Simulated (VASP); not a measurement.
## Pd: single point with PBEsol+D4

The system is Pd.

```
Pd
1.0
     0.00000    1.92825    1.92825
     1.92825    0.00000    1.92825
     1.92825    1.92825    0.00000
Pd
1
Direct
  0.00000 0.00000 0.00000
```

- Program: VASP 6.6.1
- Task: single point
- Functional: PBEsol
- Dispersion: D4
- Potentials or basis: VASP PAW PBE potentials, release 64 (Pd)
- Cutoff: 500 eV
- k mesh: 18 × 18 × 18
- Occupations: gaussian, width 0.1 eV
- Spin: no spin polarisation
- Dipole correction: no
- Further INCAR settings: ALGO = Normal; EDIFF = 1e-06; NBANDS = 11

```yaml
Pressure: -0.3 GPa
Band_gap_on_the_k_mesh: zero (bands 5 and 6 overlap by 1.66 eV)
Dispersion_energy_per_atom: -0.294 eV
```

Levels at points of the mesh, in eV from the Fermi level:
```
           k point  band 3  band 4  band 5  band 6  band 7  band 8
(0.00, 0.00, 0.00)   -2.99   -2.99   -1.28   -1.28   17.13   22.06
(0.50, 0.00, 0.00)   -3.04   -0.02   -0.02    0.85    7.49   16.50
(0.50, 0.50, 0.00)   -0.04    0.31    0.31    3.24   11.01   13.26
```

It took 18 s on 1 thread of Intel(R) Xeon(R) Platinum 8488C (Sapphire Rapids), with other jobs on the host, peak memory 0.14 GiB.

Caveat: the PAW data sets were made with another functional, which shifts forces and pressure a little.
